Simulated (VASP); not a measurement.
Write the native input for VASP 6.6.1 that does the following.

```yaml
Task: single point
Functional: PBE
Potentials_or_basis: VASP PAW PBE potentials, release 64 (Al, P)
Cutoff: 520 eV
k_mesh: 12 × 12 × 6
Occupations: gaussian, width 0.1 eV
Spin: no spin polarisation
Dipole_correction: no
Further_INCAR_settings: ALGO = Normal; EDIFF = 1e-07; NBANDS = 18
```

The structure of Al3P2 lies in POSCAR:

```
Al3P2
1.0
    3.9676817783      0.0000000000      0.0000000000
   -1.9838408891      3.4361132141      0.0000000000
    0.0000000000      0.0000000000      6.6938441376
Al P
3 2
Direct
    0.0000000000      0.0000000000      0.7093913248
    0.0000000000      0.0000000000      0.2906086752
    0.6666666667      0.3333333333      0.0000000000
    0.6666666667      0.3333333333      0.5000000000
    0.3333333333      0.6666666667      0.0000000000
```

The cell was generated, and may not be a known phase.

One way to write it, as run:

INCAR

```
SYSTEM = Al3P2
ALGO     = Normal         ! electronic algorithm
EDIFF    = 1E-7           ! SCF threshold, eV
ENCUT    = 520            ! plane-wave cutoff, eV
GGA      = PE             ! functional
ISIF     = 2              ! what is computed and relaxed
ISMEAR   = 0              ! smearing method
LASPH    = .TRUE.         ! aspherical terms in the spheres
LCHARG   = .FALSE.        ! write CHGCAR
LREAL    = .FALSE.        ! projectors in reciprocal space
LWAVE    = .FALSE.        ! write WAVECAR
NBANDS   = 18             ! bands
NELM     = 80             ! most SCF steps
PREC     = Accurate       ! precision mode
SIGMA    = 0.1            ! smearing width, eV
```

KPOINTS

```
k-points
0
G
  12 12 6
  0 0 0
```

Potentials or basis: VASP PAW PBE potentials, release 64 (Al, P).

The run is started by

```sh
$ cat potpaw_PBE.64/Al/POTCAR potpaw_PBE.64/P/POTCAR > POTCAR
$ mpirun -np 1 vasp_std > vasp.out
```

Results of the run:

| Property | Result |
| --- | --- |
| Pressure | -0.1 GPa |
| Largest force | 0.006 eV/Å |
| Band gap on the k mesh | zero (an odd number of electrons rules out a gap without spin polarisation) |

Run time: 57 s on 1 thread of AMD EPYC 9R45 96-Core Processor (Zen 5), with other jobs on the host, peak memory 0.23 GiB.
